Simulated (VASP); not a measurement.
# BN in VASP: notebook

The runs below take BN through single point, with PBE.

Everything below comes from runs of VASP 6.6.1. Logs are shortened: lines on timing, memory, paths and dates and some standing lists are left out, and cuts for length are marked.

## Step 1: The cell of the first run

It takes space group P6_3/mmc (No. 194, hexagonal). Conventional cell: a = 2.498 Å, b = 2.498 Å, c = 6.636 Å, α = 90.00°, β = 90.00°, γ = 120.00°. B (site symmetry -6m2) has 3 N at 1.44 Å within 1.9 Å. Within 1.9 Å of N (site symmetry -6m2) lie 3 B at 1.44 Å.

## Step 2: Single point, PBE

INCAR

```
PREC = Accurate ; ENCUT = 520
EDIFF = 1E-6 ; ISMEAR = 0
SIGMA = 0.01 ; LREAL = False
LASPH = True ; NELM = 60
ALGO = Normal ; ISIF = 2
LWAVE = False ; LCHARG = False
GGA = PE ; NBANDS = 16
```

KPOINTS

```
regular mesh
0
Gamma
  8 8 3
```

POSCAR

```
BN
1.0
    2.4982400000      0.0000000000      0.0000000000
   -1.2491200000      2.1635393000      0.0000000000
    0.0000000000      0.0000000000      6.6357000000
B N
2 2
Direct
    0.3333333333      0.6666666667      0.2500000000
    0.6666666667      0.3333333333      0.7500000000
    0.3333333333      0.6666666667      0.7500000000
    0.6666666667      0.3333333333      0.2500000000
```

Potentials or basis: VASP PAW PBE potentials, release 64 (B, N).

Command:

```console
> cat potpaw_PBE.64/B/POTCAR potpaw_PBE.64/N/POTCAR > POTCAR
> mpirun -np 1 vasp_std > vasp.out
```

OUTCAR:

```text
PREC = Accurate
   ENCUT = 520
   EDIFF = 1E-6
   ISMEAR = 0
   LREAL = False
   LASPH = True
   NELM = 60
   ISIF = 2
   GGA = PE

 ion  position               nearest neighbor table
   1  0.333  0.667  0.250-   4 1.44   4 1.44   4 1.44
   2  0.667  0.333  0.750-   3 1.44   3 1.44   3 1.44
   3  0.333  0.667  0.750-   2 1.44   2 1.44   2 1.44
   4  0.667  0.333  0.250-   1 1.44   1 1.44   1 1.44

  LATTYP: Found a hexagonal cell.
 ALAT       =     2.4982400000
 C/A-ratio  =     2.6561499296

  Lattice vectors:

 A1 = (   2.4982400000,   0.0000000000,   0.0000000000)
 A2 = (  -1.2491200000,   2.1635393000,   0.0000000000)
 A3 = (   0.0000000000,   0.0000000000,   6.6357000000)

Analysis of symmetry for initial positions (statically):
=====================================================================
 Subroutine PRICEL returns:
 Original cell was already a primitive cell.

 Routine SETGRP: Setting up the symmetry group for a
 hexagonal supercell.

 Subroutine GETGRP returns: Found 24 space group operations
 (whereof 12 operations were pure point group operations)
 out of a pool of 24 trial point group operations.

The static configuration has the point symmetry D_3d.
 The point group associated with its full space group is D_6h.

Analysis of symmetry for dynamics (positions and initial velocities):
=====================================================================
 Subroutine PRICEL returns:
 Original cell was already a primitive cell.

 Routine SETGRP: Setting up the symmetry group for a
 hexagonal supercell.

 Subroutine GETGRP returns: Found 24 space group operations
 (whereof 12 operations were pure point group operations)
 out of a pool of 24 trial point group operations.

The dynamic configuration has the point symmetry D_3d.
 The point group associated with its full space group is D_6h.

 Subroutine INISYM returns: Found 24 space group operations
 (whereof 12 operations are pure point group operations),
 and found     1 'primitive' translations

----------------------------------------------------------------------------------------

                                     Primitive cell

  volume of cell :      35.8662

  direct lattice vectors                    reciprocal lattice vectors
     2.498240000  0.000000000  0.000000000     0.400281798  0.231102805  0.000000000
    -1.249120000  2.163539300  0.000000000     0.000000000  0.462205609  0.000000000
     0.000000000  0.000000000  6.635700000     0.000000000  0.000000000  0.150700002

  length of vectors
     2.498240000  2.498239996  6.635700000     0.462205608  0.462205609  0.150700002

  position of ions in fractional coordinates (direct lattice)
     0.333333333  0.666666667  0.250000000
     0.666666667  0.333333333  0.750000000
     0.333333333  0.666666667  0.750000000
     0.666666667  0.333333333  0.250000000

  ion indices of the primitive-cell ions
   primitive index   ion index
                 1           1
                 2           2
                 3           3
                 4           4

----------------------------------------------------------------------------------------

 KPOINTS: regular mesh

Automatic generation of k-mesh.
 Grid dimensions read from file:
 generate k-points for:    8    8    3

 Generating k-lattice:

  Cartesian coordinates                     Fractional coordinates (reciprocal lattice)
     0.050035225  0.028887851  0.000000000     0.125000000 -0.000000000  0.000000000
     0.000000000  0.057775701  0.000000000     0.000000000  0.125000000  0.000000000
     0.000000000  0.000000000  0.050233334     0.000000000  0.000000000  0.333333333

  Length of vectors
     0.057775701  0.057775701  0.050233334

  Shift w.r.t. Gamma in fractional coordinates (k-lattice)
     0.000000000  0.000000000  0.000000000

 Subroutine IBZKPT returns following result:
 ===========================================

 Found     20 irreducible k-points:

 Following reciprocal coordinates:
            Coordinates               Weight
  0.000000  0.000000  0.000000      1.000000
  0.125000 -0.000000  0.000000      6.000000
  0.250000 -0.000000  0.000000      6.000000
  0.375000 -0.000000  0.000000      6.000000
  0.500000 -0.000000  0.000000      3.000000
  0.125000  0.125000  0.000000      6.000000
[... 12 lines left out ...]
  0.250000  0.250000  0.333333     12.000000
  0.375000  0.250000  0.333333     12.000000
   k-points           NKPTS =     20   k-points in BZ     NKDIM =     20   number of bands    NBANDS=     16
   number of dos      NEDOS =    301   number of ions     NIONS =      4
   total plane-waves  NPLWV =  20000
   dimension x,y,z NGX =    20 NGY =   20 NGZ =   50
   dimension x,y,z NGXF=    40 NGYF=   40 NGZF=  100
   ions per type =               2   2
   NGX,Y,Z   is equivalent  to a cutoff of  13.31, 13.31, 12.53 a.u.
   NGXF,Y,Z  is equivalent  to a cutoff of  26.62, 26.62, 25.05 a.u.
 SYSTEM =  unknown system
[... 35 lines left out ...]
   LHFCALC =     F    Hartree Fock is set to
   AEXX    =    0.0000 exact exchange contribution
   IVDW    =     0    specifies the selected vdW correction
   LEPSILON=     F    determine dielectric tensor
   LRPA    =     F    only Hartree local field effects (RPA)
 non-spin polarized calculation
 Gauss-broadening in eV      SIGMA  =   0.01
  energy-cutoff  :      520.00
  volume of cell :       35.87
 maximum number of plane-waves:       985
 NGX is ok and might be reduce to    20
   NGX =  9   NGY =  9   NGZ = 25

 number of electron      15.9999997 magnetization

 Free energy of the ion-electron system (eV)
  ---------------------------------------------------
  ext. energy  EPLUGINS =         0.00000000
  ---------------------------------------------------
  free energy    TOTEN  =       -35.14674915 eV

  energy without entropy =      -35.14674915  energy(sigma->0) =      -35.14674915

 E-fermi :   2.4156     XC(G=0): -10.0888

 val. band max:        2.3219248030   @ k =   0.3750   0.2500   0.0000
 cond. band min:       6.5950061689   @ k =   0.5000  -0.0000   0.0000
 fundamental gap:      4.2730813659
 Fermi energy:         2.4156437751

 k-point     1 :       0.0000    0.0000    0.0000
  band No.  band energies     occupation
      1     -15.5317      2.00000
      2     -15.2364      2.00000
      3      -3.9421      2.00000
      4      -1.8138      2.00000
      5       0.9860      2.00000
      6       0.9860      2.00000
[... 8 lines left out ...]
     15      14.6584      0.00000
     16      15.4187      0.00000

 k-point     2 :       0.1250   -0.0000    0.0000
  band No.  band energies     occupation
      1     -15.2257      2.00000
      2     -14.9409      2.00000
      3      -3.5213      2.00000
      4      -1.4368      2.00000
      5      -0.2067      2.00000
      6      -0.1732      2.00000
[... 8 lines left out ...]
     15      15.3354      0.00000
     16      15.6474      0.00000

 k-point     3 :       0.2500   -0.0000    0.0000
  band No.  band energies     occupation
      1     -14.3497      2.00000
      2     -14.0980      2.00000
      3      -2.8009      2.00000
      4      -2.7401      2.00000
      5      -2.2984      2.00000
      6      -0.6530      2.00000
[... 8 lines left out ...]
     15      17.6935      0.00000
     16      18.4264      0.00000

 k-point     4 :       0.3750   -0.0000    0.0000
  band No.  band energies     occupation
      1     -13.1075      2.00000
      2     -12.9251      2.00000
      3      -5.3898      2.00000
      4      -5.3045      2.00000
      5      -1.5252      2.00000
      6      -1.4624      2.00000
[... 8 lines left out ...]
     15      17.8605      0.00000
     16      21.6585      0.00000
[... 248 lines left out ...]
 k-point    18 :       0.3750    0.1250    0.3333
  band No.  band energies     occupation
      1     -12.3673      2.00000
      2     -12.3100      2.00000
      3      -6.1105      2.00000
      4      -6.0719      2.00000
      5      -2.5724      2.00000
      6      -2.5362      2.00000
[... 8 lines left out ...]
     15      17.9909      0.00000
     16      20.0078      0.00000

 k-point    19 :       0.2500    0.2500    0.3333
  band No.  band energies     occupation
      1     -12.4338      2.00000
      2     -12.3628      2.00000
      3      -5.3076      2.00000
      4      -5.2904      2.00000
      5      -3.5754      2.00000
      6      -3.5505      2.00000
[... 8 lines left out ...]
     15      17.5203      0.00000
     16      18.3232      0.00000

 k-point    20 :       0.3750    0.2500    0.3333
  band No.  band energies     occupation
      1     -11.8168      2.00000
      2     -11.7957      2.00000
      3      -5.9324      2.00000
      4      -5.8802      2.00000
      5      -4.2644      2.00000
      6      -4.2329      2.00000
[... 8 lines left out ...]
     15      18.6709      0.00000
     16      19.1875      0.00000

------------------------ aborting loop because EDIFF is reached ----------------------------------------

  FORCE on cell =-STRESS in cart. coord.  units (eV):
  Direction    XX          YY          ZZ          XY          YZ          ZX
  --------------------------------------------------------------------------------------
  -------------------------------------------------------------------------------------
  Total        1.4106986      1.4106986      0.6396580      0.0000000     -0.0000000      0.0000000
  in kB       63.0172018     63.0172015     28.5741128      0.0000000     -0.0000000      0.0000000
  external PRESSURE =      51.5361720 kB  Pullay stress =       0.0000000 kB

 VOLUME and BASIS-vectors are now :
 -----------------------------------------------------------------------------
  energy-cutoff  :      520.00
  volume of cell :       35.87
      direct lattice vectors                 reciprocal lattice vectors
     2.498240000  0.000000000  0.000000000     0.400281798  0.231102805  0.000000000
    -1.249120000  2.163539300  0.000000000     0.000000000  0.462205609  0.000000000
     0.000000000  0.000000000  6.635700000     0.000000000  0.000000000  0.150700002

 POSITION                                       TOTAL-FORCE (eV/Angst)
 -----------------------------------------------------------------------------------
     -0.00000      1.44236      1.65892        -0.000000      0.000000      0.000000
      1.24912      0.72118      4.97677         0.000000      0.000000      0.000000
     -0.00000      1.44236      4.97677         0.000000     -0.000000      0.000000
      1.24912      0.72118      1.65892        -0.000000      0.000000      0.000000
 -----------------------------------------------------------------------------------
    total drift:                                0.000000     -0.000000      0.000000

  FREE ENERGIE OF THE ION-ELECTRON SYSTEM (eV)
  ---------------------------------------------------
  free  energy   TOTEN  =       -35.1467491459 eV

  energy  without entropy=      -35.1467491459  energy(sigma->0) =      -35.14674915
```

Run time: 8.9 s. Hardware: 1 thread of Intel Xeon 6975P-C, shared host; peak memory 0.15 GiB.

What came out:

| Item | Value |
| --- | --- |
| Free energy | -35.1467 eV |
| Pressure | 5.2 GPa |
| Band gap on the k mesh | 4.27 eV, indirect (least direct gap 4.69 eV) |

Levels at points of the mesh, in eV from the valence-band top:
```csv
k point,band 4,band 5,band 6,band 7,band 8,band 9,band 10,band 11,band 12,band 13
"(0.00, 0.00, 0.00)",-4.14,-1.34,-1.34,-1.30,-1.30,5.25,10.34,11.59,11.59,11.72
"(0.50, 0.00, 0.00)",-8.88,-4.17,-4.10,-1.46,-0.45,4.27,5.65,9.58,10.02,12.74
```

Caveat: this functional lacks dispersion, which binds the layers, so the pressure and a relaxed spacing across them are unreliable.

## Step 3: Single point, PBE

INCAR

```
PREC = Accurate ; ENCUT = 520
EDIFF = 1E-7 ; ISMEAR = 0
SIGMA = 0.01 ; LREAL = False
LASPH = True ; NELM = 100
ALGO = Normal ; ISIF = 2
LWAVE = False ; LCHARG = True
GGA = PE ; LELF = True
LVHAR = True ; NBANDS = 16
```

KPOINTS is that of step 2.

Edit POSCAR of step 2 so:

```diff
@@ -10,3 +10,3 @@
     0.6666666667      0.3333333333      0.7500000000
-    0.3333333333      0.6666666667      0.7500000000
+    0.3133192434      0.6666666667      0.7500000000
     0.6666666667      0.3333333333      0.2500000000
```

Potentials or basis: VASP PAW PBE potentials, release 64 (B, N).

Command:

```console
> cat potpaw_PBE.64/B/POTCAR potpaw_PBE.64/N/POTCAR > POTCAR
> mpirun -np 1 vasp_std > vasp.out
```

It took 28 s on 1 thread of Intel Xeon 6975P-C, shared host; peak memory 0.16 GiB.

The run converged. Its results:

```
Free energy            : -35.0940 eV
Pressure               : 5.6 GPa
Largest force          : 2.120 eV/Å
Band gap on the k mesh : 4.20 eV, indirect (least direct gap 4.62 eV)
```

Forces on the atoms (eV/Å):
```
B   -0.001  0.000  0.000
B   -2.109 -0.165  0.000
N    2.113  0.165  0.000
N   -0.003 -0.001  0.000
```

Stress tensor (GPa, compression positive):
```
7.21 3.01 0.00
3.01 6.82 0.00
0.00 0.00 2.85
```

Levels at points of the mesh, in eV from the valence-band top:
```csv
k point,band 6,band 7,band 8,band 9,band 10,band 11
"(0.00, 0.00, 0.00)",-1.33,-1.32,-0.74,5.25,10.33,10.86
"(0.50, 0.00, 0.00)",-3.87,-1.37,-0.42,4.20,5.42,9.61
"(0.00, 0.50, 0.00)",-4.08,-1.47,-0.46,4.27,5.65,9.53
"(0.50, 0.50, 0.00)",-4.14,-1.58,-0.49,4.32,5.92,9.52
```

Caveat: this functional lacks dispersion, which binds the layers, so the pressure and a relaxed spacing across them are unreliable; forces of over 1 eV/Å act on the atoms, so gaps and moduli don't describe the material at rest.

## Step 4: Single point, PBE

INCAR

```
ALGO = Normal
EDIFF = 1E-6
ENCUT = 520
GGA = PE
ISIF = 2
ISMEAR = 0
LASPH = True
LCHARG = True
LELF = True
LREAL = False
LVHAR = True
LWAVE = False
NBANDS = 16
NELM = 60
PREC = Accurate
SIGMA = 0.01
```

KPOINTS

```
k-points
0
Gamma
  8 8 3
```

Edit POSCAR of step 3 so:

```diff
@@ -10,3 +10,3 @@
     0.6666666667      0.3333333333      0.7500000000
-    0.3133192434      0.6666666667      0.7500000000
+    0.3233262884      0.6666666667      0.7500000000
     0.6666666667      0.3333333333      0.2500000000
```

Command:

```console
> cat potpaw_PBE.64/B/POTCAR potpaw_PBE.64/N/POTCAR > POTCAR
> mpirun -np 1 vasp_std > vasp.out
```

It took 26 s on 1 thread of Intel Xeon 6975P-C, shared host; peak memory 0.16 GiB.

The run converged. Its results:

```yaml
Free_energy: -35.1336 eV
Pressure: 5.3 GPa
Largest_force: 1.056 eV/Å
Band_gap_on_the_k_mesh: 4.23 eV, indirect (least direct gap 4.67 eV)
```

Forces in eV/Å, atoms in the order of the input:
```
B   -0.001  0.000  0.000
B   -1.053 -0.041  0.000
N    1.055  0.041  0.000
N   -0.001  0.000  0.000
```

Stress tensor (GPa, compression positive):
```
6.53 1.49 0.00
1.49 6.43 0.00
0.00 0.00 2.85
```

Levels at points of the mesh, in eV from the valence-band top:
| k point | band 6 | band 7 | band 8 | band 9 | band 10 | band 11 |
| --- | --- | --- | --- | --- | --- | --- |
| (0.00, 0.00, 0.00) | -1.32 | -1.32 | -1.03 | 5.25 | 10.33 | 11.25 |
| (0.50, 0.00, 0.00) | -4.00 | -1.42 | -0.44 | 4.23 | 5.53 | 9.60 |
| (0.00, 0.50, 0.00) | -4.10 | -1.47 | -0.45 | 4.27 | 5.65 | 9.57 |
| (0.50, 0.50, 0.00) | -4.13 | -1.52 | -0.47 | 4.30 | 5.78 | 9.56 |

Caveat: this functional lacks dispersion, which binds the layers, so the pressure and a relaxed spacing across them are unreliable; forces of over 1 eV/Å act on the atoms, so gaps and moduli don't describe the material at rest. A k mesh can miss the band edges.

## Step 5: Single point, PBE

INCAR

```
  ALGO = Normal
  EDIFF = 1E-7
  ENCUT = 520
  GGA = PE
  ISIF = 2
  ISMEAR = 0
  LASPH = T
  LCHARG = F
  LREAL = F
  LWAVE = F
  NBANDS = 16
  NELM = 80
  PREC = Accurate
  SIGMA = 0.01
```

KPOINTS is that of step 4.

Edit POSCAR of step 4 so:

```diff
@@ -10,3 +10,3 @@
     0.6666666667      0.3333333333      0.7500000000
-    0.3233262884      0.6666666667      0.7500000000
+    0.3433403783      0.6666666667      0.7500000000
     0.6666666667      0.3333333333      0.2500000000
```

Command:

```console
> cat potpaw_PBE.64/B/POTCAR potpaw_PBE.64/N/POTCAR > POTCAR
> mpirun -np 1 vasp_std > vasp.out
```

It took 29 s on 1 thread of Intel Xeon 6975P-C, shared host; peak memory 0.16 GiB.

It converged, with:

```yaml
Free_energy: -35.1336 eV
Pressure: 5.3 GPa
Largest_force: 1.056 eV/Å
Band_gap_on_the_k_mesh: 4.23 eV, indirect (least direct gap 4.67 eV)
```

Forces in eV/Å, atoms in the order of the input:
```
B    0.001  0.000  0.000
B    1.053 -0.041  0.000
N   -1.055  0.041  0.000
N    0.001  0.000  0.000
```

Stress tensor (GPa, compression positive):
```
 6.53 -1.49  0.00
-1.49  6.43  0.00
 0.00  0.00  2.84
```

Levels at points of the mesh, in eV from the valence-band top:
| k point | band 4 | band 5 | band 6 | band 7 | band 8 | band 9 | band 10 | band 11 | band 12 | band 13 |
| --- | --- | --- | --- | --- | --- | --- | --- | --- | --- | --- |
| (0.00, 0.00, 0.00) | -4.14 | -1.61 | -1.32 | -1.32 | -1.03 | 5.25 | 10.33 | 11.25 | 11.64 | 11.66 |
| (0.50, 0.00, 0.00) | -8.85 | -4.28 | -4.13 | -1.52 | -0.47 | 4.30 | 5.78 | 9.56 | 10.00 | 12.76 |
| (0.00, 0.50, 0.00) | -8.88 | -4.17 | -4.10 | -1.47 | -0.45 | 4.27 | 5.65 | 9.57 | 10.00 | 12.74 |
| (0.50, 0.50, 0.00) | -8.90 | -4.15 | -4.00 | -1.42 | -0.44 | 4.23 | 5.53 | 9.60 | 10.03 | 12.71 |

Caveat: this functional lacks dispersion, which binds the layers, so the pressure and a relaxed spacing across them are unreliable; forces of over 1 eV/Å act on the atoms, so gaps and moduli don't describe the material at rest.

## Step 6: Single point, PBE

INCAR

```
SYSTEM = BN
PREC = Accurate
ENCUT = 520
EDIFF = 1E-6
ISMEAR = 0
SIGMA = 0.01
LREAL = .FALSE.
LASPH = .TRUE.
NELM = 80
ALGO = Normal
ISIF = 2
LWAVE = .FALSE.
LCHARG = .TRUE.
GGA = PE
LELF = .TRUE.
LVHAR = .TRUE.
NBANDS = 16
```

KPOINTS

```
regular mesh
0
G
  8 8 3
  0 0 0
```

Edit POSCAR of step 5 so:

```diff
@@ -10,3 +10,3 @@
     0.6666666667      0.3333333333      0.7500000000
-    0.3433403783      0.6666666667      0.7500000000
+    0.3533474233      0.6666666667      0.7500000000
     0.6666666667      0.3333333333      0.2500000000
```

Potentials or basis: VASP PAW PBE potentials, release 64 (B, N).

Command:

```console
> cat potpaw_PBE.64/B/POTCAR potpaw_PBE.64/N/POTCAR > POTCAR
> mpirun -np 1 vasp_std > vasp.out
```

It took 26 s on 1 thread of Intel Xeon 6975P-C, shared host; peak memory 0.17 GiB.

Results (log left out):

```yaml
Free_energy: -35.0940 eV
Pressure: 5.6 GPa
Largest_force: 2.120 eV/Å
Band_gap_on_the_k_mesh: 4.20 eV, indirect (least direct gap 4.62 eV)
```

Forces in eV/Å, atoms in the order of the input:
```
B    0.001  0.000  0.000
B    2.110 -0.165  0.000
N   -2.114  0.165  0.000
N    0.003 -0.001  0.000
```

Stress tensor (GPa, compression positive):
```
 7.21 -3.01  0.00
-3.01  6.82  0.00
 0.00  0.00  2.85
```

Levels at points of the mesh, in eV from the valence-band top:
| k point | band 5 | band 6 | band 7 | band 8 | band 9 | band 10 | band 11 | band 12 |
| --- | --- | --- | --- | --- | --- | --- | --- | --- |
| (0.00, 0.00, 0.00) | -1.90 | -1.33 | -1.32 | -0.74 | 5.25 | 10.33 | 10.86 | 11.64 |
| (0.50, 0.00, 0.00) | -4.41 | -4.14 | -1.58 | -0.49 | 4.32 | 5.92 | 9.52 | 9.98 |
| (0.00, 0.50, 0.00) | -4.16 | -4.08 | -1.47 | -0.46 | 4.27 | 5.65 | 9.53 | 9.96 |
| (0.50, 0.50, 0.00) | -4.15 | -3.87 | -1.37 | -0.42 | 4.20 | 5.42 | 9.61 | 10.04 |

Caveat: this functional lacks dispersion, which binds the layers, so the pressure and a relaxed spacing across them are unreliable; forces of over 1 eV/Å act on the atoms, so gaps and moduli don't describe the material at rest. A k mesh can miss the band edges.
